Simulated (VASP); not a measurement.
Runs of VASP 6.6.1 on Sb3Se. The structure is that of space group Pm-3n (No. 223), or close to it. The cells are those of the table. The cell was built from a structure type or drawn by symmetry, and may not be a known phase.

```csv
task,cell,k mesh,cutoff (eV),gap on the mesh (eV),pressure (GPa),relaxed volume (Å³/atom)
single point,"a = 5.956 Å, 8 atoms",6 × 6 × 6,520,none,-0.1,-
single point,"a = 5.825 Å, 8 atoms",4 × 4 × 4,520,none,(b),-
relaxation of cell and atoms,"relaxed from a = 5.825 Å, 8 atoms",4 × 4 × 4,600,none,0.0,26.28
relaxation of cell and atoms,"relaxed from a = 5.962 Å, 8 atoms",6 × 6 × 6,600,none,0.0,26.35
single point,"a = 5.962 Å, 8 atoms",4 × 4 × 4,520,none,(a),-
```

Alike in all rows: level PBE; potentials or basis VASP PAW PBE potentials, release 64 (Sb, Se); no spin polarisation; smearing gaussian 0.1 eV.

Task: Fill in the values left out.

Result: (a) -0.4; (b) 4.1.

Caveats: spin-orbit coupling is left out, which moves the levels of the heavy elements; the cell stands under pressure (at least some runs).

A k mesh can miss the band edges, and the runs leave out spin-orbit coupling on Sb, Se.

A gap of «none» marks levels without a gap at the run's occupations.
